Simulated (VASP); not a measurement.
# NbP (I4_1md) in VASP: notebook

The runs below take NbP through single point, with LDA.

Program: VASP 6.6.1. These are calculated values, not measurements. Logs are shortened: lines on timing, memory, paths and dates and some standing lists are left out, and cuts for length are marked.

### Step 1. The cell of the first run

It takes space group I4_1md (No. 109, tetragonal). Conventional cell: a = 3.281 Å, b = 3.281 Å, c = 11.246 Å, α = 90.00°, β = 90.00°, γ = 90.00°. Within 3.3 Å of Nb (site symmetry 2mm) lie 6 P at 2.49 to 2.50 Å and 8 Nb at 3.26 to 3.28 Å. Within 3.3 Å of P (site symmetry 2mm) lie 6 Nb at 2.49 to 2.50 Å and 8 P at 3.26 to 3.28 Å.

### Step 2. Single point, LDA (volume scaled by 0.94)

INCAR reads:

```
SYSTEM = NbP
ALGO = Normal ; EDIFF = 1E-7
ENCUT = 520 ; ISIF = 2
ISMEAR = -1 ; LASPH = .TRUE.
LCHARG = .TRUE. ; LELF = .TRUE.
LREAL = .FALSE. ; LVHAR = .TRUE.
LWAVE = .FALSE. ; NBANDS = 26
NELM = 80 ; PREC = Accurate
SIGMA = 0.05
```

KPOINTS reads:

```
k-points
0
G
  11 11 11
  0 0 0
```

POSCAR reads:

```
NbP
1.0
   -1.6407315532      1.6407315532      5.6229302316
    1.6407315532     -1.6407315532      5.6229302316
    1.6407315532      1.6407315532     -5.6229302316
Nb P
2 2
Direct
    0.2498808000      0.7498808000      0.5000000000
    0.4998808000      0.4998808000      0.0000000000
    0.8327477700      0.3327477700      0.5000000000
    0.0827477700      0.0827477700      0.0000000000
```

Potentials or basis: VASP PAW LDA potentials, release 64 (Nb_sv, P).

On the command line:

```bash
cat potpaw_LDA.64/Nb_sv/POTCAR potpaw_LDA.64/P/POTCAR > POTCAR
mpirun -np 1 vasp_std > vasp.out
```

OUTCAR:

```text
SYSTEM = NbP
   EDIFF = 1E-7
   ENCUT = 520
   ISIF = 2
   ISMEAR = -1
   LASPH = .TRUE.
   LREAL = .FALSE.
   NELM = 80
   PREC = Accurate

 ion  position               nearest neighbor table
   1  0.250  0.750  0.500-   4 2.49   4 2.49   3 2.50   3 2.50   3 2.50   3 2.50
   2  0.500  0.500  0.000-   3 2.49   3 2.49   4 2.50   4 2.50   4 2.50   4 2.50
   3  0.833  0.333  0.500-   2 2.49   2 2.49   1 2.50   1 2.50   1 2.50   1 2.50
   4  0.083  0.083  0.000-   1 2.49   1 2.49   2 2.50   2 2.50   2 2.50   2 2.50

  LATTYP: Found a body centered tetragonal cell.
 ALAT       =     3.2814631064
 C/A-ratio  =     3.4270872774

  Lattice vectors:

 A1 = (  -1.6407315532,   1.6407315532,   5.6229302316)
 A2 = (   1.6407315532,  -1.6407315532,   5.6229302316)
 A3 = (   1.6407315532,   1.6407315532,  -5.6229302316)

Analysis of symmetry for initial positions (statically):
=====================================================================
 Subroutine PRICEL returns:
 Original cell was already a primitive cell.

 Routine SETGRP: Setting up the symmetry group for a
 body centered tetragonal supercell.

 Subroutine GETGRP returns: Found  8 space group operations
 (whereof  4 operations were pure point group operations)
 out of a pool of 16 trial point group operations.

The static configuration has the point symmetry C_2v.
 The point group associated with its full space group is C_4v.

Analysis of symmetry for dynamics (positions and initial velocities):
=====================================================================
 Subroutine PRICEL returns:
 Original cell was already a primitive cell.

 Routine SETGRP: Setting up the symmetry group for a
 body centered tetragonal supercell.

 Subroutine GETGRP returns: Found  8 space group operations
 (whereof  4 operations were pure point group operations)
 out of a pool of 16 trial point group operations.

The dynamic configuration has the point symmetry C_2v.
 The point group associated with its full space group is C_4v.

 Subroutine INISYM returns: Found  8 space group operations
 (whereof  4 operations are pure point group operations),
 and found     1 'primitive' translations

----------------------------------------------------------------------------------------

                                     Primitive cell

  volume of cell :      60.5477

  direct lattice vectors                    reciprocal lattice vectors
    -1.640731553  1.640731553  5.622930232     0.000000000  0.304742113  0.088921608
     1.640731553 -1.640731553  5.622930232     0.304742113  0.000000000  0.088921608
     1.640731553  1.640731553 -5.622930232     0.304742113  0.304742113  0.000000000

  length of vectors
     6.082873042  6.082873042  6.082873042     0.317450481  0.317450481  0.430970429

  position of ions in fractional coordinates (direct lattice)
     0.249880800  0.749880800  0.500000000
     0.499880800  0.499880800  0.000000000
     0.832747770  0.332747770  0.500000000
     0.082747770  0.082747770  0.000000000

  ion indices of the primitive-cell ions
   primitive index   ion index
                 1           1
                 2           2
                 3           3
                 4           4

----------------------------------------------------------------------------------------

 KPOINTS: k-points

Automatic generation of k-mesh.
 Grid dimensions read from file:
 generate k-points for:   11   11   11

 Generating k-lattice:

  Cartesian coordinates                     Fractional coordinates (reciprocal lattice)
     0.000000000  0.027703828  0.008083783     0.090909091  0.000000000 -0.000000000
     0.027703828  0.000000000  0.008083783     0.000000000  0.090909091 -0.000000000
     0.027703828  0.027703828  0.000000000     0.000000000  0.000000000  0.090909091

  Length of vectors
     0.028859135  0.028859135  0.039179130

  Shift w.r.t. Gamma in fractional coordinates (k-lattice)
     0.000000000  0.000000000  0.000000000

 Subroutine IBZKPT returns following result:
 ===========================================

 Found    126 irreducible k-points:

 Following reciprocal coordinates:
            Coordinates               Weight
  0.000000  0.000000  0.000000      1.000000
  0.090909 -0.000000  0.000000      8.000000
  0.181818 -0.000000  0.000000      8.000000
  0.272727 -0.000000  0.000000      8.000000
  0.363636 -0.000000  0.000000      8.000000
  0.454545 -0.000000  0.000000      8.000000
[... 16 lines left out ...]
 -0.272727  0.181818  0.000000     16.000000
 -0.181818  0.181818  0.000000      4.000000
 [... further k-points ...]
   k-points           NKPTS =    126   k-points in BZ     NKDIM =    126   number of bands    NBANDS=     26
   number of dos      NEDOS =    301   number of ions     NIONS =      4
   total plane-waves  NPLWV = 110592
   dimension x,y,z NGX =    48 NGY =   48 NGZ =   48
   dimension x,y,z NGXF=    96 NGYF=   96 NGZF=   96
   ions per type =               2   2
   NGX,Y,Z   is equivalent  to a cutoff of  13.12, 13.12, 13.12 a.u.
   NGXF,Y,Z  is equivalent  to a cutoff of  26.24, 26.24, 26.24 a.u.
 SYSTEM =  NbP
   PREC   = accura    normal or accurate (medium, high low for compatibility)
   ISTART =      0    job   : 0-new  1-cont  2-samecut
   ICHARG =      2    charge: 1-file 2-atom 10-const
   ISPIN  =      1    spin polarized calculation?
   LNONCOLLINEAR =      F non collinear calculations
   LSORBIT =      F    spin-orbit coupling
   LASPH  =      T    aspherical Exc in radial PAW
   ENCUT  =  520.0 eV  38.22 Ry    6.18 a.u.  11.31 11.31 11.31*2*pi/ulx,y,z
   NELM   =     80;   NELMIN=  2; NELMDL= -5     # of ELM steps
   EDIFF  = 0.1E-06   stopping-criterion for ELM
   LREAL  =      F    real-space projection
   EDIFFG = 0.1E-05   stopping-criterion for IOM
   NSW    =      0    number of steps for IOM
   IBRION =     -1    ionic relax: 0-MD 1-quasi-New 2-CG
   NFREE  =      0    steps in history (QN), initial steepest desc. (CG)
   ISIF   =      2    stress and relaxation
   ISYM   =      2    0-nonsym 1-usesym 2-fastsym
   POTIM  = 0.5000    time-step for ionic-motion
   TEBEG  =    0.0;   TEEND  =   0.0 temperature during run
   PSTRESS=    0.0 pullay stress
   NELECT =      36.0000    total number of electrons
   NUPDOWN=      -1.0000    fix difference up-down
   EMIN   =  10.00;   EMAX   =-10.00  energy-range for DOS
   EFERMI =   0.00;   METHOD = LEGACY
   ISMEAR =    -1;   SIGMA  =   0.05  broadening in eV -4-tet -1-fermi 0-gaus
   EFERMI_NEDOS =   21; number of points for ismear=-14 and -15
   IALGO  =     38    algorithm
   IMIX   =      4    mixing-type and parameters
     AMIX     =   0.40;   BMIX     =  1.00
     AMIX_MAG =   1.60;   BMIX_MAG =  1.00
  volume/ion in A,a.u.               =      15.14       102.15
  Fermi-wavevector in a.u.,A,eV,Ry     =   1.376606  2.601409 25.783651  1.895045
  Thomas-Fermi vector in A             =   2.501836
   LORBIT       =      0    0 simple, 1 ext, 2 COOP (PROOUT), +10 PAW based schemes
   GGA     = CA    functional components
   LHFCALC =     F    Hartree Fock is set to
   AEXX    =    0.0000 exact exchange contribution
   IVDW    =     0    specifies the selected vdW correction
   LEPSILON=     F    determine dielectric tensor
   LRPA    =     F    only Hartree local field effects (RPA)
 non-spin polarized calculation
  energy-cutoff  :      520.00
  volume of cell :       60.55
 maximum number of plane-waves:      1648
 NGX is ok and might be reduce to    48
   NGX = 23   NGY = 23   NGZ = 23

 number of electron      36.0000000 magnetization

 Free energy of the ion-electron system (eV)
  ---------------------------------------------------
  ext. energy  EPLUGINS =         0.00000000
  ---------------------------------------------------
  free energy    TOTEN  =       -39.02642088 eV

  energy without entropy =      -39.02093004  energy(sigma->0) =      -39.02367546

 E-fermi :  11.2538     XC(G=0): -12.4512

 val. band max:       11.2131654841   @ k =  -0.0909   0.4545   0.0909
 cond. band min:      11.2717226356   @ k =  -0.0909   0.4545   0.0909
 fundamental gap:      0.0585571515
 Fermi energy:        11.2537705294

 k-point     1 :       0.0000    0.0000    0.0000
  band No.  band energies     occupation
      1     -43.1921      2.00000
      2     -43.1411      2.00000
      3     -19.7244      2.00000
      4     -19.4412      2.00000
      5     -19.4412      2.00000
      6     -19.2779      2.00000
[... 18 lines left out ...]
     25      15.6300      0.00000
     26      15.6300      0.00000

 k-point     2 :       0.0909   -0.0000    0.0000
  band No.  band energies     occupation
      1     -43.1894      2.00000
      2     -43.1400      2.00000
      3     -19.7145      2.00000
      4     -19.4700      2.00000
      5     -19.4389      2.00000
      6     -19.3068      2.00000
[... 18 lines left out ...]
     25      15.6392      0.00000
     26      16.0644      0.00000

 k-point     3 :       0.1818   -0.0000    0.0000
  band No.  band energies     occupation
      1     -43.1820      2.00000
      2     -43.1372      2.00000
      3     -19.6907      2.00000
      4     -19.5429      2.00000
      5     -19.4329      2.00000
      6     -19.3770      2.00000
[... 18 lines left out ...]
     25      16.1206      0.00000
     26      16.9735      0.00000

 k-point     4 :       0.2727   -0.0000    0.0000
  band No.  band energies     occupation
      1     -43.1720      2.00000
      2     -43.1339      2.00000
      3     -19.6930      2.00000
      4     -19.6035      2.00000
      5     -19.4598      2.00000
      6     -19.4248      2.00000
[... 18 lines left out ...]
     25      16.4206      0.00000
     26      17.7828      0.00000

 k-point     5 :       0.3636   -0.0000    0.0000
  band No.  band energies     occupation
      1     -43.1622      2.00000
      2     -43.1315      2.00000
      3     -19.7626      2.00000
      4     -19.6077      2.00000
      5     -19.5095      2.00000
      6     -19.4174      2.00000
[... 18 lines left out ...]
     25      16.0577      0.00000
     26      18.0958      0.00000

 k-point     6 :       0.4545   -0.0000    0.0000
  band No.  band energies     occupation
      1     -43.1559      2.00000
      2     -43.1305      2.00000
      3     -19.8129      2.00000
      4     -19.6292      2.00000
      5     -19.5044      2.00000
      6     -19.4129      2.00000
[... 427 lines left out ...]
 k-point    21 :      -0.4545    0.1818    0.0000
  band No.  band energies     occupation
      1     -43.1481      2.00000
      2     -43.1249      2.00000
      3     -19.7944      2.00000
      4     -19.6103      2.00000
      5     -19.5264      2.00000
      6     -19.4811      2.00000
[... 18 lines left out ...]
     25      16.0033      0.00000
     26      17.9153      0.00000

 k-point    22 :      -0.3636    0.1818   -0.0000
  band No.  band energies     occupation
      1     -43.1552      2.00000
      2     -43.1250      2.00000
      3     -19.7449      2.00000
      4     -19.5947      2.00000
      5     -19.5228      2.00000
      6     -19.4947      2.00000
[... 18 lines left out ...]
     25      16.2715      0.00000
     26      17.9926      0.00000

 k-point    23 :      -0.2727    0.1818    0.0000
  band No.  band energies     occupation
      1     -43.1647      2.00000
      2     -43.1276      2.00000
      3     -19.6774      2.00000
      4     -19.5978      2.00000
      5     -19.5152      2.00000
      6     -19.4519      2.00000
[... 18 lines left out ...]
     25      16.3697      0.00000
     26      17.5401      0.00000

 k-point    24 :      -0.1818    0.1818    0.0000
  band No.  band energies     occupation
      1     -43.1740      2.00000
      2     -43.1315      2.00000
      3     -19.6737      2.00000
      4     -19.5460      2.00000
      5     -19.5157      2.00000
      6     -19.3765      2.00000
[... 18 lines left out ...]
     25      15.8157      0.00000
     26      17.0886      0.00000

 [... further k-points ...]

------------------------ aborting loop because EDIFF is reached ----------------------------------------

  FORCE on cell =-STRESS in cart. coord.  units (eV):
  Direction    XX          YY          ZZ          XY          YZ          ZX
  --------------------------------------------------------------------------------------
  -------------------------------------------------------------------------------------
  Total        1.2358160      1.2358160      0.5696932      0.0000000      0.0000000      0.0000000
  in kB       32.7014242     32.7014242     15.0748796      0.0000000      0.0000000      0.0000000
  external PRESSURE =      26.8259093 kB  Pullay stress =       0.0000000 kB

 VOLUME and BASIS-vectors are now :
 -----------------------------------------------------------------------------
  energy-cutoff  :      520.00
  volume of cell :       60.55
      direct lattice vectors                 reciprocal lattice vectors
    -1.640731553  1.640731553  5.622930232     0.000000000  0.304742113  0.088921608
     1.640731553 -1.640731553  5.622930232     0.304742113  0.000000000  0.088921608
     1.640731553  1.640731553 -5.622930232     0.304742113  0.304742113  0.000000000

 POSITION                                       TOTAL-FORCE (eV/Angst)
 -----------------------------------------------------------------------------------
      1.64073      0.00000      2.81012         0.000000     -0.000000      0.038638
      0.00000      0.00000      5.62159        -0.000000      0.000000      0.038638
      0.00000      1.64073      3.74203        -0.000000     -0.000000     -0.038638
      0.00000      0.00000      0.93057        -0.000000     -0.000000     -0.038638
 -----------------------------------------------------------------------------------
    total drift:                               -0.000000     -0.000000     -0.000026

  FREE ENERGIE OF THE ION-ELECTRON SYSTEM (eV)
  ---------------------------------------------------
  free  energy   TOTEN  =       -39.0264208817 eV

  energy  without entropy=      -39.0209300413  energy(sigma->0) =      -39.02367546
```

Wall time 18 min (1 thread of AMD EPYC 7R43 (Zen 3), shared host); peak memory 0.33 GiB.

What came out:

```
Free energy            : -39.0264 eV
Pressure               : 2.7 GPa
Largest force          : 0.039 eV/Å
Band gap on the k mesh : zero (band 18 reaches 11.29 eV, above the bottom of band 19 at 11.27 eV)
```

Forces in eV/Å, atoms in the order of the input:
```
Nb   0.000  0.000  0.039
Nb   0.000  0.000  0.039
P    0.000  0.000 -0.039
P    0.000  0.000 -0.039
```

Levels at points of the mesh, in eV from the Fermi level:
```csv
k point,band 14,band 15,band 16,band 17,band 18,band 19,band 20,band 21,band 22,band 23
"(0.00, 0.00, 0.00)",-2.28,-2.28,-1.86,-1.35,-1.35,0.89,1.74,2.85,3.42,3.42
```

(Continued in part 2 of 2.)
